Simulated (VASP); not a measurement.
Ti4B: relaxation of cell and atoms with PBE

Crystal: Ti4B.

```
Ti B
1.0
     4.38837    0.00000    0.00000
     0.00000    4.38837    0.00000
     0.00000    0.00000    4.38837
Ti B
4 1
Direct
  0.26983 0.26983 0.26983
  0.73017 0.73017 0.26983
  0.26983 0.73017 0.73017
  0.73017 0.26983 0.73017
  0.00000 0.00000 0.00000
```

The cell was generated, and may not be a known phase.

- Program: VASP 6.6.1
- Task: relaxation of cell and atoms
- Functional: PBE
- Potentials or basis: VASP PAW PBE potentials, release 64 (Ti_sv, B)
- Cutoff: 600 eV
- k mesh: 8 × 8 × 8
- Occupations: gaussian, width 0.1 eV
- Spin: no spin polarisation
- Dipole correction: no
- Further INCAR settings: ALGO = Fast; EDIFF = 1e-07; IBRION = 2; EDIFFG = -0.01; NSW = 100; ISIF = 3

```json
{
 "Relaxed volume": "16.93 Å³/atom",
 "Relaxed cell": "a = 4.391 Å, b = 4.391 Å, c = 4.391 Å, α = 90.00°, β = 90.00°, γ = 90.00°",
 "Space group after relaxing (to 0.1 Å)": "P-43m (No. 215)",
 "Energy gained by relaxing": "0.1 meV/atom",
 "Ionic steps": "3",
 "Pressure after relaxing": "-0.1 GPa",
 "Largest force after relaxing": "0.009 eV/Å",
 "Band gap on the k mesh": "zero (an odd number of electrons rules out a gap without spin polarisation)"
}
```

Forces in eV/Å, atoms in the order of the input:
```
Ti   0.005  0.005  0.005
Ti  -0.005 -0.005  0.005
Ti   0.005 -0.005 -0.005
Ti  -0.005  0.005 -0.005
B    0.000  0.000  0.000
```

Step by step:
| step | energy change (eV) | largest force (eV/Å) | pressure (GPa) | volume (Å³) |
| --- | --- | --- | --- | --- |
| 1 | 0.0000 | 0.0473 | 0.15 | 84.51 |
| 2 | -0.0003 | 0.0003 | -0.13 | 84.70 |
| 3 | -0.0003 | 0.0092 | -0.09 | 84.67 |

Final structure:
```
Ti B
1.0
     4.39111    0.00000    0.00000
     0.00000    4.39111    0.00000
     0.00000    0.00000    4.39111
Ti B
4 1
Cartesian
  1.1859 1.1859 1.1859
  3.2052 3.2052 1.1859
  1.1859 3.2052 3.2052
  3.2052 1.1859 3.2052
  0.0000 0.0000 0.0000
```

Levels at points of the mesh, in eV from the Fermi level:
| k point | band 23 | band 24 | band 25 | band 26 | band 27 | band 28 | band 29 | band 30 |
| --- | --- | --- | --- | --- | --- | --- | --- | --- |
| (0.00, 0.00, 0.00) | -1.34 | -0.05 | -0.05 | -0.05 | -0.03 | 1.26 | 1.26 | 2.16 |
| (0.50, 0.00, 0.00) | -0.64 | -0.51 | -0.33 | -0.30 | 0.03 | 0.03 | 0.23 | 1.27 |
| (0.50, 0.50, 0.00) | -1.00 | -0.73 | -0.37 | -0.14 | 0.19 | 0.19 | 0.80 | 0.80 |
| (0.50, 0.50, 0.50) | -1.38 | -0.91 | 0.51 | 0.51 | 0.51 | 0.53 | 0.53 | 0.75 |

Wall time 24 min on 1 thread of Intel Xeon 8259CL, on a shared host, peak memory 0.27 GiB.
